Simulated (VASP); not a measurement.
# Os (Pm-3m) in VASP: further runs

Runs on Os. Level: BLYP. Tasks: single point.

All numbers are computed with VASP 6.6.1; they aren't measurements. Logs are shortened: lines on timing, memory, paths and dates and some standing lists are left out, and cuts for length are marked.

### 1 The cell of the first run

The structure is cubic, space group Pm-3m (No. 221). Conventional cell: a = 2.598 Å, b = 2.598 Å, c = 2.598 Å, α = 90.00°, β = 90.00°, γ = 90.00°. Within 3.4 Å of Os (site symmetry m-3m) lie 6 Os at 2.60 Å.

This isn't the form of Os at room conditions, which is hcp.

### 2 Single point, BLYP

Contents of INCAR:

```
SYSTEM = Os
PREC = Accurate
ENCUT = 520
EDIFF = 1E-7
ISMEAR = -1
SIGMA = 0.1
LREAL = .False.
LASPH = .True.
NELM = 60
ALGO = Normal
ISIF = 2
LWAVE = .False.
LCHARG = .False.
GGA = B5
ALDAX = 1.0
AGGAX = 1.0
AGGAC = 1.0
ALDAC = 0.0
NBANDS = 10
```

Contents of KPOINTS:

```
regular mesh
0
Gamma
  13 13 13
  0 0 0
```

Contents of POSCAR:

```
Os
1.0
    2.5976447518      0.0000000000      0.0000000000
    0.0000000000      2.5976447518      0.0000000000
    0.0000000000      0.0000000000      2.5976447518
Os
1
Direct
    0.0000000000      0.0000000000      0.0000000000
```

Potentials or basis: VASP PAW PBE potentials, release 64 (Os).

On the command line:

```sh
> cat potpaw_PBE.64/Os/POTCAR > POTCAR
> mpirun -np 1 vasp_std > vasp.out
```

OUTCAR:

```text
SYSTEM = Os
   PREC = Accurate
   ENCUT = 520
   EDIFF = 1E-7
   ISMEAR = -1
   LREAL = .False.
   LASPH = .True.
   NELM = 60
   ISIF = 2
   GGA = B5

 ion  position               nearest neighbor table
   1  0.000  0.000  0.000-

  LATTYP: Found a simple cubic cell.
 ALAT       =     2.5976447518

  Lattice vectors:

 A1 = (   2.5976447518,   0.0000000000,   0.0000000000)
 A2 = (   0.0000000000,   2.5976447518,   0.0000000000)
 A3 = (   0.0000000000,   0.0000000000,   2.5976447518)

Analysis of symmetry for initial positions (statically):
=====================================================================
 Subroutine PRICEL returns:
 Original cell was already a primitive cell.

 Routine SETGRP: Setting up the symmetry group for a
 simple cubic supercell.

 Subroutine GETGRP returns: Found 48 space group operations
 (whereof 48 operations were pure point group operations)
 out of a pool of 48 trial point group operations.

The static configuration has the point symmetry O_h .

Analysis of symmetry for dynamics (positions and initial velocities):
=====================================================================
 Subroutine PRICEL returns:
 Original cell was already a primitive cell.

 Routine SETGRP: Setting up the symmetry group for a
 simple cubic supercell.

 Subroutine GETGRP returns: Found 48 space group operations
 (whereof 48 operations were pure point group operations)
 out of a pool of 48 trial point group operations.

The dynamic configuration has the point symmetry O_h .

 Subroutine INISYM returns: Found 48 space group operations
 (whereof 48 operations are pure point group operations),
 and found     1 'primitive' translations

----------------------------------------------------------------------------------------

                                     Primitive cell

  volume of cell :      17.5283

  direct lattice vectors                    reciprocal lattice vectors
     2.597644752  0.000000000  0.000000000     0.384964110  0.000000000  0.000000000
     0.000000000  2.597644752  0.000000000     0.000000000  0.384964110  0.000000000
     0.000000000  0.000000000  2.597644752     0.000000000  0.000000000  0.384964110

  length of vectors
     2.597644752  2.597644752  2.597644752     0.384964110  0.384964110  0.384964110

  position of ions in fractional coordinates (direct lattice)
     0.000000000  0.000000000  0.000000000

[... 73 lines left out ...]
   ENCUT  =  520.0 eV  38.22 Ry    6.18 a.u.   4.83  4.83  4.83*2*pi/ulx,y,z
   NELM   =     60;   NELMIN=  2; NELMDL= -5     # of ELM steps
   EDIFF  = 0.1E-06   stopping-criterion for ELM
   LREAL  =      F    real-space projection
   EDIFFG = 0.1E-05   stopping-criterion for IOM
   NSW    =      0    number of steps for IOM
   IBRION =     -1    ionic relax: 0-MD 1-quasi-New 2-CG
   NFREE  =      0    steps in history (QN), initial steepest desc. (CG)
   ISIF   =      2    stress and relaxation
   ISYM   =      2    0-nonsym 1-usesym 2-fastsym
   POTIM  = 0.5000    time-step for ionic-motion
   TEBEG  =    0.0;   TEEND  =   0.0 temperature during run
   PSTRESS=    0.0 pullay stress
   NELECT =       8.0000    total number of electrons
   NUPDOWN=      -1.0000    fix difference up-down
   EMIN   =  10.00;   EMAX   =-10.00  energy-range for DOS
   EFERMI =   0.00;   METHOD = LEGACY
   ISMEAR =    -1;   SIGMA  =   0.10  broadening in eV -4-tet -1-fermi 0-gaus
   EFERMI_NEDOS =   21; number of points for ismear=-14 and -15
   IALGO  =     38    algorithm
   IMIX   =      4    mixing-type and parameters
     AMIX     =   0.40;   BMIX     =  1.00
     AMIX_MAG =   1.60;   BMIX_MAG =  1.00
  volume/ion in A,a.u.               =      17.53       118.29
  Fermi-wavevector in a.u.,A,eV,Ry     =   1.260448  2.381902 21.615986  1.588730
  Thomas-Fermi vector in A             =   2.393957
   LORBIT       =      0    0 simple, 1 ext, 2 COOP (PROOUT), +10 PAW based schemes
   GGA     = B5    functional components
   LHFCALC =     F    Hartree Fock is set to
   AEXX    =    0.0000 exact exchange contribution
   IVDW    =     0    specifies the selected vdW correction
   LEPSILON=     F    determine dielectric tensor
   LRPA    =     F    only Hartree local field effects (RPA)
 non-spin polarized calculation
  energy-cutoff  :      520.00
  volume of cell :       17.53
 maximum number of plane-waves:       484
 NGX is ok and might be reduce to    20
   NGX =  9   NGY =  9   NGZ =  9

 number of electron       8.0000001 magnetization

 Free energy of the ion-electron system (eV)
  ---------------------------------------------------
  ext. energy  EPLUGINS =         0.00000000
  ---------------------------------------------------
  free energy    TOTEN  =        -8.50314151 eV

  energy without entropy =       -8.45430973  energy(sigma->0) =       -8.47872562

 E-fermi :   7.1590     XC(G=0): -11.9016

 val. band max:        7.1575069981   @ k =   0.3077   0.1538   0.0769
 cond. band min:       7.1891625192   @ k =   0.2308   0.2308   0.1538
 fundamental gap:      0.0316555211
 Fermi energy:         7.1589693670

 k-point     1 :       0.0000    0.0000    0.0000
  band No.  band energies     occupation
      1      -1.7465      2.00000
      2       1.5746      2.00000
      3       1.5746      2.00000
      4       9.2298      0.00000
      5       9.2298      0.00000
      6       9.2298      0.00000
      7      22.4234      0.00000
      8      22.4234      0.00000
      9      22.4234      0.00000
     10      28.6161      0.00000
[... 287 lines left out ...]
 k-point    24 :       0.3846    0.3077    0.0000
  band No.  band energies     occupation
      1       1.9846      2.00000
      2       2.5395      2.00000
      3       6.3538      1.99936
      4       6.9041      1.85495
      5       7.5132      0.05627
      6       8.4175      0.00001
      7      15.5667      0.00000
      8      20.2776      0.00000
      9      24.6504      0.00000
     10      28.6558      0.00000

 [... further k-points ...]
[... 5 lines left out ...]
  --------------------------------------------------------------------------------------
  -------------------------------------------------------------------------------------
  Total        0.1795788      0.1795788      0.1795788      0.0000000      0.0000000     -0.0000000
  in kB       16.4144483     16.4144483     16.4144483      0.0000000      0.0000000     -0.0000000
  external PRESSURE =      16.4144483 kB  Pullay stress =       0.0000000 kB

 VOLUME and BASIS-vectors are now :
 -----------------------------------------------------------------------------
  energy-cutoff  :      520.00
  volume of cell :       17.53
      direct lattice vectors                 reciprocal lattice vectors
     2.597644752  0.000000000  0.000000000     0.384964110  0.000000000  0.000000000
     0.000000000  2.597644752  0.000000000     0.000000000  0.384964110  0.000000000
     0.000000000  0.000000000  2.597644752     0.000000000  0.000000000  0.384964110

 POSITION                                       TOTAL-FORCE (eV/Angst)
 -----------------------------------------------------------------------------------
      0.00000      0.00000      0.00000         0.000000      0.000000      0.000000
 -----------------------------------------------------------------------------------
    total drift:                               -0.000000      0.000000      0.000000

  FREE ENERGIE OF THE ION-ELECTRON SYSTEM (eV)
  ---------------------------------------------------
  free  energy   TOTEN  =        -8.5031415102 eV

  energy  without entropy=       -8.4543097330  energy(sigma->0) =       -8.47872562
```

stdout:

```text
POSCAR found type information on POSCAR Os
 POSCAR found :  1 types and       1 ions
 scaLAPACK will be used
 -----------------------------------------------------------------------------
|                                                                             |
|                                                                             |
|     You enforced a specific xc type in the INCAR file but a different       |
|     I HOPE YOU KNOW WHAT YOU ARE DOING!                                     |
|                                                                             |
 -----------------------------------------------------------------------------

 LDA part: xc-table for (Slater(with rela. corr.)+VWN5), standard interpolation
 POSCAR, INCAR and KPOINTS ok, starting setup
 FFT: planning ... GRIDC
 FFT: planning ... GRID_SOFT
 FFT: planning ... GRID
 WAVECAR not read
 entering main loop
```

Run time: 27 s. Hardware: 1 thread of Intel Xeon 8259CL, shared host; peak memory 0.13 GiB.

What came out:

```
Free energy            : -8.5031 eV
Pressure               : 1.6 GPa
Band gap on the k mesh : zero (bands 4 and 5 overlap by 4.97 eV)
```

Levels at points of the mesh, in eV from the Fermi level:
```csv
k point,band 1,band 2,band 3,band 4,band 5,band 6,band 7,band 8,band 9
"(0.00, 0.00, 0.00)",-8.91,-5.58,-5.58,2.07,2.07,2.07,15.26,15.26,15.26
```

Caveat: the PAW data sets were made with another functional, which shifts forces and pressure a little; spin-orbit coupling is left out, which moves the levels of the heavy elements.

### 3 Single point, BLYP (15.42 Å³/atom)

This run uses another cell than the first one, of 15.42 Å³/atom.

Contents of INCAR:

```
SYSTEM = Os
PREC = Accurate
ENCUT = 520
EDIFF = 1E-6
ISMEAR = -1
SIGMA = 0.1
LREAL = .False.
LASPH = .True.
NELM = 60
ALGO = Normal
ISIF = 2
LWAVE = .False.
LCHARG = .True.
GGA = B5
ALDAX = 1.0
AGGAX = 1.0
AGGAC = 1.0
ALDAC = 0.0
LELF = .True.
LVHAR = .True.
NBANDS = 10
```

Contents of KPOINTS:

```
Automatic mesh
0
Gamma
  14 14 14
  0 0 0
```

Contents of POSCAR:

```
Os
1.0
    2.4892813290      0.0000000000      0.0000000000
    0.0000000000      2.4892813290      0.0000000000
    0.0000000000      0.0000000000      2.4892813290
Os
1
Direct
    0.0000000000      0.0000000000      0.0000000000
```

Potentials or basis: VASP PAW PBE potentials, release 64 (Os).

On the command line:

```sh
> cat potpaw_PBE.64/Os/POTCAR > POTCAR
> mpirun -np 1 vasp_std > vasp.out
```

Wall time 19 s (1 thread of Intel Xeon 8259CL, shared host); peak memory 0.14 GiB.

It converged, with:

| Item | Value |
| --- | --- |
| Free energy | -8.2281 eV |
| Pressure | 44.2 GPa |
| Band gap on the k mesh | zero (bands 4 and 5 overlap by 6.63 eV) |

Levels at points of the mesh, in eV from the Fermi level:
```
           k point  band 2  band 3  band 4  band 5  band 6  band 7
(0.00, 0.00, 0.00)   -6.63   -6.63    2.57    2.57    2.57   16.22
(0.50, 0.00, 0.00)   -5.70   -1.13   -1.13   -1.07    2.96    7.98
(0.50, 0.50, 0.00)   -4.95   -0.42   -0.42    4.92    4.92    5.30
(0.50, 0.50, 0.50)   -5.88   -5.88    5.57    5.57    8.58   12.22
```

Caveat: the cell stands under pressure; the PAW data sets were made with another functional, which shifts forces and pressure a little; spin-orbit coupling is left out, which moves the levels of the heavy elements.

[end of part 1 of 2]
